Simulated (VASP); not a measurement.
Here is a VASP 6.6.1 calculation.

The input INCAR:

```
PREC = Accurate
ENCUT = 500
EDIFF = 1E-6
ISMEAR = 0
SIGMA = 0.1
LREAL = False
LASPH = True
NELM = 120
ALGO = Normal
ISIF = 2
LWAVE = False
LCHARG = False
NBANDS = 16
GGA_COMPAT = False
```

Contents of KPOINTS:

```
regular mesh
0
Gamma
  10 10 10
```

The input POSCAR:

```
GaSb
1.0
    0.0000000000      3.0244354420      3.0244354420
    3.0244354420      0.0000000000      3.0244354420
    3.0244354420      3.0244354420      0.0000000000
Ga Sb
1 1
Direct
    0.0000000000      0.0000000000      0.0000000000
    0.2500000000      0.2500000000      0.2500000000
```

Potentials or basis: VASP PAW LDA potentials, release 64 (Ga_d, Sb).

Run with:

```console
$ cat potpaw_LDA.64/Ga_d/POTCAR potpaw_LDA.64/Sb/POTCAR > POTCAR
$ mpirun -np 1 vasp_std > vasp.out
```

Estimate the pressure.

0.2 GPa.

Estimate the band gap on the k mesh.

0.12 eV, direct.

Caveat: spin-orbit coupling is left out, which moves the levels of the heavy elements. A k mesh can miss the band edges.
